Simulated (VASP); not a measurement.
# H18CO10 in VASP: notebook, part 2 of 2

VASP 6.6.1. Earlier steps stand in the parts before.

**3. Single point, PBE**

This run uses another cell than the first one, of 10.78 Å³/atom.

INCAR reads:

```
PREC     = Accurate       # precision mode
ENCUT    = 520            # plane-wave cutoff, eV
EDIFF    = 1E-6           # SCF threshold, eV
ISMEAR   = -1             # smearing method
SIGMA    = 0.05           # smearing width, eV
LREAL    = F              # projectors in reciprocal space
LASPH    = T              # aspherical terms in the spheres
NELM     = 120            # most SCF steps
ALGO     = Normal         # electronic algorithm
ISIF     = 2              # what is computed and relaxed
LWAVE    = F              # write WAVECAR
LCHARG   = F              # write CHGCAR
GGA      = PE             # functional
NBANDS   = 61             # bands
GGA_COMPAT= F
```

KPOINTS reads:

```
regular mesh
0
Gamma
  1 1 1
```

POSCAR reads:

```
H18CO10
1.0
    6.9394920000     -0.1768850000     -0.1891480000
   -0.1768850000      6.7468070000     -0.2376860000
   -0.1891480000     -0.2376860000      6.6967100000
O H C
10 18 1
Direct
    0.7674515076      0.6506977290      0.2998970626
    0.0603510153      0.4852669677      0.5924933943
    0.7863354295      0.0696798550      0.0573260153
    0.0895730654      0.8203564799      0.8706558618
    0.6809151084      0.4532820030      0.9031349001
    0.1329556862      0.2014341153      0.3008979590
    0.5494936228      0.3483477953      0.4810471133
    0.2964787429      0.4917524028      0.0244688844
    0.4875817088      0.8858579543      0.2388308795
    0.4193718183      0.7767551703      0.5378383072
    0.7799880165      0.5894375917      0.1647277897
    0.8927741680      0.6416296738      0.3817356342
    0.1850586297      0.5310885939      0.5428091993
    0.0326527655      0.3690233307      0.5034095675
    0.8587207082     -0.0072370492     -0.0430054222
    0.7203387273      0.1748107734     -0.0054801980
    0.2054679670      0.8896098200      0.8199118156
    0.0465900036      0.7068225526      0.7781454223
    0.5458063221      0.4890190463      0.9385162498
    0.6670052628      0.4270579412      0.7572775893
    0.1680301617      0.3135312599      0.2251410857
   -0.0024403897      0.1649676049      0.2441719733
    0.6177714109      0.4721649068      0.4435726222
    0.5516301052      0.2602757574      0.3700479243
    0.2459619704      0.6247284441      0.0261490224
    0.2290494873      0.4286438294     -0.0969271643
    0.6144142342      0.8289441339      0.2812341641
    0.2243399654      0.8950121441      0.3420135129
    0.3701465059      0.8502212597      0.3866672085
```

Potentials or basis: VASP PAW PBE potentials, release 64 (O, H, C).

Launch:

```console
> cat potpaw_PBE.64/O/POTCAR potpaw_PBE.64/H/POTCAR potpaw_PBE.64/C/POTCAR > POTCAR
> mpirun -np 1 vasp_gam > vasp.out
```

OUTCAR:

```text
PREC = Accurate
   ENCUT = 520
   EDIFF = 1E-6
   ISMEAR = -1
   LREAL = F
   LASPH = T
   NELM = 120
   ISIF = 2
   GGA = PE

 ion  position               nearest neighbor table
   1  0.767  0.651  0.300-  11 0.98  12 1.01
   2  0.060  0.485  0.592-  14 0.96  13 0.99
   3  0.786  0.070  0.057-  16 0.97  15 0.99
   4  0.090  0.820  0.871-  18 0.98  17 1.00
   5  0.681  0.453  0.903-  20 0.98  19 1.02
   6  0.133  0.201  0.301-  21 0.97  22 1.01
   7  0.549  0.348  0.481-  24 0.92  23 0.99
   8  0.296  0.492  0.024-  26 0.98  25 0.98
   9  0.488  0.886  0.239-  27 1.01  29 1.34
  10  0.419  0.777  0.538-  29 1.20
  11  0.780  0.589  0.165-   1 0.98
  12  0.893  0.642  0.382-   1 1.01
  13  0.185  0.531  0.543-   2 0.99
  14  0.033  0.369  0.503-   2 0.96
  15  0.859  0.993  0.957-   3 0.99
[... 11 lines left out ...]
  27  0.614  0.829  0.281-   9 1.01
  28  0.224  0.895  0.342-  29 1.10
  29  0.370  0.850  0.387-  28 1.10  10 1.20   9 1.34

  LATTYP: Found a triclinic cell.
 ALAT       =     9.4381627336
 B/A-ratio  =     0.7357705795
 C/A-ratio  =     1.0428101808
 COS(alpha) =     0.0023596195
 COS(beta)  =     0.5267421221
 COS(gamma) =     0.6995196867

  Lattice vectors:

 A1 = (   6.7626070000,   6.5699220000,  -0.4268340000)
 A2 = (   6.9394920000,  -0.1768850000,  -0.1891480000)
 A3 = (   0.0122630000,   6.9844930000,  -6.9343960000)

Analysis of symmetry for initial positions (statically):
=====================================================================
 Subroutine PRICEL returns:
 Original cell was already a primitive cell.

 Routine SETGRP: Setting up the symmetry group for a
 triclinic supercell.

 Subroutine GETGRP returns: Found  1 space group operations
 (whereof  1 operations were pure point group operations)
 out of a pool of  2 trial point group operations.

The static configuration has the point symmetry C_1 .
[... 158 lines left out ...]
   ISMEAR =    -1;   SIGMA  =   0.05  broadening in eV -4-tet -1-fermi 0-gaus
   EFERMI_NEDOS =   21; number of points for ismear=-14 and -15
   IALGO  =     38    algorithm
   IMIX   =      4    mixing-type and parameters
     AMIX     =   0.40;   BMIX     =  1.00
     AMIX_MAG =   1.60;   BMIX_MAG =  1.00
  volume/ion in A,a.u.               =      10.78        72.76
  Fermi-wavevector in a.u.,A,eV,Ry     =   1.047886  1.980217 14.940083  1.098065
  Thomas-Fermi vector in A             =   2.182785
   LORBIT       =      0    0 simple, 1 ext, 2 COOP (PROOUT), +10 PAW based schemes
   GGA     = PE    functional components
[... 5 lines left out ...]
 non-spin polarized calculation
  energy-cutoff  :      520.00
  volume of cell :      312.68
 maximum number of plane-waves:      4220
 NGX is ok and might be reduce to    50
   NGX = 25   NGY = 25   NGZ = 25

 number of electron      81.9999976 magnetization

 Free energy of the ion-electron system (eV)
  ---------------------------------------------------
  ext. energy  EPLUGINS =         0.00000000
  ---------------------------------------------------
  free energy    TOTEN  =      -146.60940573 eV

  energy without entropy =     -146.60940573  energy(sigma->0) =     -146.60940573

 E-fermi :  -2.0638     XC(G=0):  -6.7287

 val. band max:       -3.3646857244   @ k =   0.0000   0.0000   0.0000
 cond. band min:       1.1748050993   @ k =   0.0000   0.0000   0.0000
 fundamental gap:      4.5394908237
 Fermi energy:        -2.0638318779

 k-point     1 :       0.0000    0.0000    0.0000
  band No.  band energies     occupation
      1     -24.4809      2.00000
      2     -22.8404      2.00000
      3     -22.6366      2.00000
      4     -22.6091      2.00000
      5     -22.2307      2.00000
      6     -22.1171      2.00000
[... 45 lines left out ...]
     52       6.2357      0.00000
     53       6.4245      0.00000
 [bands above 53 left out]

------------------------ aborting loop because EDIFF is reached ----------------------------------------

  FORCE on cell =-STRESS in cart. coord.  units (eV):
  Direction    XX          YY          ZZ          XY          YZ          ZX
  --------------------------------------------------------------------------------------
  -------------------------------------------------------------------------------------
  Total       -2.9147569      3.0056833      3.5826689     -0.3348271      1.0640344     -0.1252341
  in kB      -14.9353959     15.4013086     18.3578185     -1.7156750      5.4521785     -0.6417072
  external PRESSURE =       6.2745771 kB  Pullay stress =       0.0000000 kB

 VOLUME and BASIS-vectors are now :
 -----------------------------------------------------------------------------
  energy-cutoff  :      520.00
  volume of cell :      312.68
      direct lattice vectors                 reciprocal lattice vectors
     6.939492000 -0.176885000 -0.189148000     0.144317906  0.003932188  0.004215812
    -0.176885000  6.746807000 -0.237686000     0.003932188  0.148510964  0.005382157
    -0.189148000 -0.237686000  6.696710000     0.004215812  0.005382157  0.149637161

 POSITION                                       TOTAL-FORCE (eV/Angst)
 -----------------------------------------------------------------------------------
      5.15390      4.18310      1.70850         1.157017     -0.099214      0.888210
      0.22090      3.12250      3.84100         0.654202      1.647421      0.429474
      5.43360      0.31740      0.21860         0.842393     -0.596755      0.132962
      0.31180      5.31200      5.61860         0.599102      0.830812      0.342756
      4.47420      2.72310      5.81150        -1.179099      0.256230      0.484915
      0.83010      1.26400      1.94200        -1.555496     -0.229131      0.152120
[... 21 lines left out ...]
      1.33380      5.91750      2.03520        -0.166939      0.077081      0.213469
      2.34510      5.57890      2.31730        -0.237822      0.811932     -2.386577
 -----------------------------------------------------------------------------------
    total drift:                                0.000027      0.000519      0.000709

  FREE ENERGIE OF THE ION-ELECTRON SYSTEM (eV)
  ---------------------------------------------------
  free  energy   TOTEN  =      -146.6094057286 eV

  energy  without entropy=     -146.6094057286  energy(sigma->0) =     -146.60940573
```

stdout:

```text
POSCAR found type information on POSCAR O H C
 POSCAR found :  3 types and      29 ions
 scaLAPACK will be used
 -----------------------------------------------------------------------------
|                                                                             |
|                                                                             |
|     You have a (more or less) 'large supercell' and for larger cells it     |
|     might be more efficient to use real-space projection operators.         |
|     Therefore, try LREAL= Auto in the INCAR file.                           |
|     Mind: For very accurate calculation, you might also keep the            |
|     reciprocal projection scheme (i.e. LREAL=.FALSE.).                      |
|                                                                             |
 -----------------------------------------------------------------------------

 LDA part: xc-table for (Slater+PW92), standard interpolation
 POSCAR, INCAR and KPOINTS ok, starting setup
 FFT: planning ... GRIDC
 FFT: planning ... GRID_SOFT
 FFT: planning ... GRID
 WAVECAR not read
 entering main loop
```

It took 38 s on 1 thread of Intel Xeon Platinum 8488C (Sapphire Rapids), shared host; peak memory 0.34 GiB.

What came out:

```yaml
Free_energy: -146.6094 eV
Pressure: 0.6 GPa
Largest_force: 3.508 eV/Å
```

Forces on the atoms (eV/Å):
```
O    1.157 -0.099  0.888
O    0.654  1.647  0.429
O    0.842 -0.597  0.133
O    0.599  0.831  0.343
O   -1.179  0.256  0.485
O   -1.555 -0.229  0.152
O    0.205  2.466  2.487
O   -0.086 -0.168  0.025
O   -0.244  0.008  0.679
O    0.122 -0.976  2.141
H    0.189 -0.088 -0.290
H   -1.028  0.013 -0.665
H   -0.057  0.045  0.463
H   -0.161 -1.470 -0.672
H   -0.356  0.506  0.385
H    0.073  0.344 -0.477
H   -0.908 -0.790  0.108
H    0.160 -0.032 -0.403
H    0.964 -0.374 -0.230
H    0.037 -0.137 -0.027
H    0.613  0.378 -0.508
H    0.583 -0.232 -0.167
H   -0.373 -0.415 -0.150
H    0.153 -2.058 -2.332
H    0.025  0.326 -0.052
H   -0.046 -0.176 -0.152
H    0.023  0.132 -0.420
H   -0.167  0.077  0.213
C   -0.238  0.812 -2.387
```

Levels at points of the mesh, in eV from the Fermi level:
```
           k point  band 37  band 38  band 39  band 40  band 41  band 42  band 43  band 44  band 45  band 46
(0.00, 0.00, 0.00)    -2.04    -1.93    -1.76    -1.62    -1.30     3.24     4.09     5.93     6.14     6.41
```

Caveat: the k points lie up to 0.94 Å⁻¹ apart; the atoms stand as in a frame of molecular dynamics.

**4. Single point, PBE**

This run uses another cell than the first one, of 11.23 Å³/atom.

INCAR reads:

```
SYSTEM = H18CO10
ALGO     = Normal         ! electronic algorithm
EDIFF    = 1E-6           ! SCF threshold, eV
ENCUT    = 520            ! plane-wave cutoff, eV
GGA      = PE             ! functional
GGA_COMPAT= .FALSE.      
ISIF     = 2              ! what is computed and relaxed
ISMEAR   = -1             ! smearing method
LASPH    = .TRUE.         ! aspherical terms in the spheres
LCHARG   = .FALSE.        ! write CHGCAR
LREAL    = .FALSE.        ! projectors in reciprocal space
LWAVE    = .FALSE.        ! write WAVECAR
NBANDS   = 61             ! bands
NELM     = 120            ! most SCF steps
PREC     = Accurate       ! precision mode
SIGMA    = 0.05           ! smearing width, eV
```

KPOINTS reads:

```
k-points
0
G
  1 1 1
  0 0 0
```

POSCAR reads:

```
H18CO10
1.0
    7.1954970000     -0.1867320000      0.1138790000
   -0.1867320000      6.7755340000     -0.1982800000
    0.1138790000     -0.1982800000      6.6936590000
O H C
10 18 1
Direct
    0.8057647604      0.6035806929      0.2557970603
    0.0900774671      0.5248077961      0.5685531572
    0.8016443022      0.0723476189      0.0393438976
    0.0869685262      0.8354637217      0.8405943383
    0.6795621827      0.4383679023      0.8840055530
    0.1312367485      0.1670218719      0.2474090758
    0.5386107642      0.3701598315      0.4763700744
    0.3104614764      0.5057946951      0.0098651470
    0.4994474412      0.8992240936      0.2348224757
    0.4116284005      0.7693882381      0.5409117000
    0.8331604404      0.5779917508      0.1196542469
    0.9218516020      0.5954638486      0.3214966632
    0.2249884034      0.5687033846      0.5742212223
    0.0961509468      0.3953080806      0.4870328938
    0.8329367743     -0.0148443918     -0.0752200482
    0.7377631385      0.1813226570     -0.0176828655
    0.1859501400      0.8765056681      0.7417344875
    0.0004656920      0.7464328698      0.7554686722
    0.5550972102      0.4729267565      0.9581243983
    0.6652369071      0.4440673830      0.7412378143
    0.2105870732      0.2632790207      0.1877779431
    0.0423888097      0.1152156328      0.1519673710
    0.6337512069      0.4203241015      0.3761277515
    0.5423814936      0.2238777696      0.4610220840
    0.2766132378      0.6437111173      0.0213537322
    0.2439926500      0.4684544034     -0.1191875027
    0.6156434668      0.8526752930      0.2595829269
    0.2409422417      0.9294992178      0.3790696304
    0.3746132017      0.8613693145      0.3917934467
```

Potentials or basis: VASP PAW PBE potentials, release 64 (O, H, C).

Launch:

```console
> cat potpaw_PBE.64/O/POTCAR potpaw_PBE.64/H/POTCAR potpaw_PBE.64/C/POTCAR > POTCAR
> mpirun -np 1 vasp_gam > vasp.out
```

OUTCAR:

```text
SYSTEM = H18CO10
   EDIFF = 1E-6
   ENCUT = 520
   GGA = PE
   ISIF = 2
   ISMEAR = -1
   LASPH = .TRUE.
   LREAL = .FALSE.
   NELM = 120
   PREC = Accurate

 ion  position               nearest neighbor table
   1  0.806  0.604  0.256-  11 0.93  12 0.96
   2  0.090  0.525  0.569-  13 1.00  14 1.01
   3  0.802  0.072  0.039-  15 0.97  16 0.99
   4  0.087  0.835  0.841-  17 1.00  18 1.01
   5  0.680  0.438  0.884-  20 0.97  19 1.04
   6  0.131  0.167  0.247-  21 0.94  22 0.96
   7  0.539  0.370  0.476-  24 0.99  23 1.00
   8  0.310  0.506  0.010-  25 0.98  26 1.01
   9  0.499  0.899  0.235-  27 0.93  29 1.39
  10  0.412  0.769  0.541-  29 1.25
  11  0.833  0.578  0.120-   1 0.93
  12  0.922  0.595  0.321-   1 0.96
  13  0.225  0.569  0.574-   2 1.00
  14  0.096  0.395  0.487-   2 1.01
  15  0.833  0.985  0.925-   3 0.97
[... 11 lines left out ...]
  27  0.616  0.853  0.260-   9 0.93
  28  0.241  0.929  0.379-  29 1.10
  29  0.375  0.861  0.392-  28 1.10  10 1.25   9 1.39

  LATTYP: Found a triclinic cell.
 ALAT       =     6.6975633027
 B/A-ratio  =     1.4432994537
 C/A-ratio  =     1.0124586915
[... 219 lines left out ...]
 Fermi energy:        -2.3730816236

 k-point     1 :       0.0000    0.0000    0.0000
  band No.  band energies     occupation
      1     -24.7100      2.00000
      2     -22.7691      2.00000
      3     -22.7286      2.00000
      4     -22.6574      2.00000
      5     -22.2074      2.00000
      6     -22.0230      2.00000
[... 45 lines left out ...]
     52       5.9575      0.00000
     53       6.1879      0.00000
 [bands above 53 left out]

------------------------ aborting loop because EDIFF is reached ----------------------------------------

  FORCE on cell =-STRESS in cart. coord.  units (eV):
  Direction    XX          YY          ZZ          XY          YZ          ZX
  --------------------------------------------------------------------------------------
  -------------------------------------------------------------------------------------
  Total       -1.2534768     -0.9282462     -1.5524189     -0.4324046      0.8626548      1.5555793
  in kB       -6.1652757     -4.5656158     -7.6356341     -2.1267995      4.2430023      7.6511790
  external PRESSURE =      -6.1221752 kB  Pullay stress =       0.0000000 kB

 VOLUME and BASIS-vectors are now :
 -----------------------------------------------------------------------------
  energy-cutoff  :      520.00
  volume of cell :      325.74
      direct lattice vectors                 reciprocal lattice vectors
     7.195497000 -0.186732000  0.113879000     0.139109276  0.003767824 -0.002255051
    -0.186732000  6.775534000 -0.198280000     0.003767824  0.147819947  0.004314630
     0.113879000 -0.198280000  6.693659000    -0.002255051  0.004314630  0.149561295

 POSITION                                       TOTAL-FORCE (eV/Angst)
 -----------------------------------------------------------------------------------
      5.71430      3.88840      1.68430        -0.919288      0.528582      1.974485
      0.61490      3.42630      3.71190         0.918364     -1.295038     -0.733075
      5.75920      0.33270      0.34030        -0.204244      0.415843     -0.053860
      0.56550      5.47780      5.47090        -0.467877     -0.260164     -1.118915
      4.90860      2.66800      5.90770        -0.886139      0.240115      1.908464
      0.94130      1.05810      1.63790        -0.077287     -0.670027      2.075434
[... 21 lines left out ...]
      1.60330      6.17770      2.38050        -0.024012      0.145825     -0.593163
      2.57930      5.68860      2.49440         1.790585     -0.795603      0.571027
 -----------------------------------------------------------------------------------
    total drift:                                0.001539     -0.001191      0.000212

  FREE ENERGIE OF THE ION-ELECTRON SYSTEM (eV)
  ---------------------------------------------------
  free  energy   TOTEN  =      -146.1693209549 eV

  energy  without entropy=     -146.1693209549  energy(sigma->0) =     -146.16932095
```

OSZICAR:

```text
N       E                     dE             d eps       ncg     rms          rms(c)
DAV:   1     0.703087929045E+03    0.70309E+03   -0.43862E+04   122   0.123E+03
DAV:   2    -0.842793752805E+02   -0.78737E+03   -0.76204E+03   167   0.302E+02
DAV:   3    -0.159413099260E+03   -0.75134E+02   -0.74643E+02   156   0.102E+02
DAV:   4    -0.160626670265E+03   -0.12136E+01   -0.12115E+01   140   0.143E+01
DAV:   5    -0.160646003185E+03   -0.19333E-01   -0.19317E-01   156   0.174E+00    0.236E+01
DAV:   6    -0.146723215812E+03    0.13923E+02   -0.44925E+01   148   0.273E+01    0.933E+00
DAV:   7    -0.146387107840E+03    0.33611E+00   -0.20271E+00   140   0.568E+00    0.581E+00
DAV:   8    -0.146172149959E+03    0.21496E+00   -0.54142E-01   156   0.370E+00    0.860E-01
DAV:   9    -0.146163693367E+03    0.84566E-02   -0.56782E-02   148   0.121E+00    0.409E-01
DAV:  10    -0.146168861625E+03   -0.51683E-02   -0.27526E-02   140   0.791E-01    0.247E-01
DAV:  11    -0.146169037856E+03   -0.17623E-03   -0.41517E-03   140   0.360E-01    0.942E-02
DAV:  12    -0.146169401256E+03   -0.36340E-03   -0.86270E-04   132   0.146E-01    0.404E-02
DAV:  13    -0.146169350489E+03    0.50767E-04   -0.19734E-04   132   0.785E-02    0.189E-02
DAV:  14    -0.146169325739E+03    0.24749E-04   -0.39609E-05   156   0.369E-02    0.978E-03
DAV:  15    -0.146169321341E+03    0.43986E-05   -0.12762E-05   132   0.177E-02    0.452E-03
DAV:  16    -0.146169320955E+03    0.38572E-06   -0.15426E-06   116   0.710E-03
   1 F= -.14616932E+03 E0= -.14616932E+03  d E =-.273046E-10
```

Run time: 45 s. Hardware: 1 thread of Intel Xeon Platinum 8488C (Sapphire Rapids), shared host; peak memory 0.33 GiB.

Results:

```
Free energy   : -146.1693 eV
Pressure      : -0.6 GPa
Largest force : 4.445 eV/Å
```

Forces on the atoms (eV/Å):
```
O   -0.919  0.529  1.974
O    0.918 -1.295 -0.733
O   -0.204  0.416 -0.054
O   -0.468 -0.260 -1.119
O   -0.886  0.240  1.908
O   -0.077 -0.670  2.075
O    0.569 -0.882 -0.378
O   -0.968 -0.230 -1.476
O   -4.229  0.937  0.996
O   -0.224  1.072 -1.375
H    0.168 -0.545 -2.507
H    0.585 -0.020  0.646
H   -0.723  0.088 -0.195
H   -0.293  0.724  0.488
H    0.289 -0.139 -0.148
H    0.276 -0.018  0.114
H   -0.492 -0.350  0.627
H    1.066  0.477  0.725
H    1.364 -0.393 -1.497
H   -0.591 -0.012 -0.488
H    1.002  1.212 -1.019
H   -1.142 -0.076 -0.856
H   -0.444 -0.038  0.462
H    0.043  0.980 -0.079
H    0.132  0.291  0.261
H    0.740 -0.085  1.161
H    2.743 -1.302  0.507
H   -0.024  0.146 -0.593
C    1.791 -0.796  0.571
```

Caveat: the k points lie up to 0.94 Å⁻¹ apart; the atoms stand as in a frame of molecular dynamics.

**5. Overview**

```csv
cell,pressure (GPa),largest force (eV/Å)
"a = 6.705, b = 6.643, c = 6.740 Å, angles 90.6, 92.2, 91.5°, 29 atoms, atomic positions A",-0.3,3.11
"a = 6.944, b = 6.753, c = 6.704 Å, angles 94.0, 93.1, 92.9°, 29 atoms, atomic positions B",0.6,3.51
"a = 7.199, b = 6.781, c = 6.698 Å, angles 93.4, 88.1, 93.1°, 29 atoms, atomic positions C",-0.6,4.44
```

Alike in all rows: task single point; level PBE; potentials or basis VASP PAW PBE potentials, release 64 (O, H, C); no spin polarisation; k mesh 1 × 1 × 1; cutoff (eV) 520; smearing fermi-dirac 0.05 eV.

Caveats: all runs use coarse meshes; the atoms stand as in a frame of molecular dynamics.

Total energies depend on the potentials used, so only differences within one code and one set of settings carry meaning.
